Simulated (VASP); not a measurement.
Crystal: MnS.

```xyz
2
Lattice="0.0000 2.4735 2.4735 2.4735 0.0000 2.4735 2.4735 2.4735 0.0000" Properties=species:S:1:pos:R:3 pbc="T T T"
Mn    0.0000    0.0000    0.0000
S     3.7102    3.7102    3.7102
```

- Program: VASP 6.6.1
- Task: relaxation of cell and atoms
- Functional: PBE
- Potentials or basis: VASP PAW PBE potentials, release 64 (Mn_pv, S)
- Cutoff: 600 eV
- k mesh: 9 × 9 × 9
- Occupations: fermi-dirac, width 0.05 eV
- Spin: collinear spin, ferromagnetic start
- Starting moments: [4.0, 0.0] μB

At the start: pressure 3.0 GPa; volume 15.13 Å³/atom.

How do energy, volume and symmetry change on relaxing?

Over 3 steps the energy falls by 3.1 meV/atom and the volume is 15.47 Å³/atom (+2.2 %); space group F-43m (No. 216, to 0.1 Å) before and after; moment 0.24 μB per cell.

Step by step:
```tsv
step	energy change (eV)	largest force (eV/Å)	pressure (GPa)	volume (Å³)
1	0.0000	0.0000	2.96	30.27
2	-0.0020	0.0000	-2.23	31.51
3	-0.0062	0.0000	-0.01	30.94
```

Final structure:
```xyz
2
Lattice="0.0000 2.4916 2.4916 2.4916 0.0000 2.4916 2.4916 2.4916 0.0000" Properties=species:S:1:pos:R:3 pbc="T T T"
Mn    0.0000    0.0000    0.0000
S     3.7374    3.7374    3.7374
```
